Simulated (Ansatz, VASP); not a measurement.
**MnHg: VASP beside Ansatz**

Contents of INCAR:

```
PREC = Accurate
ENCUT = 500
EDIFF = 1E-6
ISMEAR = 0
SIGMA = 0.1
LREAL = F
LASPH = T
NELM = 200
ALGO = Normal
ISIF = 2
LWAVE = F
LCHARG = F
ISPIN = 2
MAGMOM = 4 0
LORBIT = 11
LMAXMIX = 4
GGA = PE
NBANDS = 24
GGA_COMPAT = F
```

The input KPOINTS:

```
regular mesh
0
Gamma
  12 12 12
```

The input POSCAR:

```
MnHg
1.0
    3.3150000000      0.0000000000      0.0000000000
    0.0000000000      3.3150000000      0.0000000000
    0.0000000000      0.0000000000      3.3150000000
Mn Hg
1 1
Direct
    0.5000000000      0.5000000000      0.5000000000
    0.0000000000      0.0000000000      0.0000000000
```

Input for Ansatz:

```yaml
crystal:
  lattice:
    - [3.315, 0.0, 0.0]
    - [0.0, 3.315, 0.0]
    - [0.0, 0.0, 3.315]
  atoms:
    - { symbol: Mn, position: [0.5, 0.5, 0.5], spin: 4.0 }
    - { symbol: Hg, position: [0.0, 0.0, 0.0] }
basis:
  ecutwfc: 420
kpoints:
  mp_grid: { grid: [12, 12, 12] }
hamiltonian:
  xc: pbe
scf:
  occupations: { method: gaussian, width: 0.1 }
  lower_state_search: "off"
output:
  forces: true
  stress: true
  eigenvalues: true
  populations: true
magnetization:
  spin_polarized: true
```

Alike in both runs: task single point; functional PBE; k mesh 12 × 12 × 12; occupations gaussian, width 0.1 eV; collinear spin.

|  | VASP | Ansatz |
| --- | --- | --- |
| version | VASP 6.6.1 | Ansatz 0.2.0 |
| potentials or method | VASP PAW PBE potentials, release 64 (Mn_pv, Hg), cutoff 500 eV | scalar-relativistic, plane waves, PAW |
| valence electrons in the cell | 25 | 35 |

|  | VASP | Ansatz | Ansatz less VASP |
| --- | --- | --- | --- |
| gap on the k mesh at the Fermi level (eV) | none | none | - |
| pressure (GPa) | 1.1 | 0.7 | -0.40 |
| net moment per atom (μB) | 1.96 | 1.96 | -0.002 |
| size of the moment on the site where the two differ most (μB) | 3.84 | 3.89 | +0.054 |

Site moments also hang on the region over which each program counts them. A gap of «none» marks a metal or a gap that the smearing closes. The functional is the same, so the differences come from potentials, cutoffs and numerics. VASP's potentials hold 25 valence electrons a cell and Ansatz's 35, so a difference there can come from the potentials and not from the codes.

Neither program's run includes spin-orbit coupling.
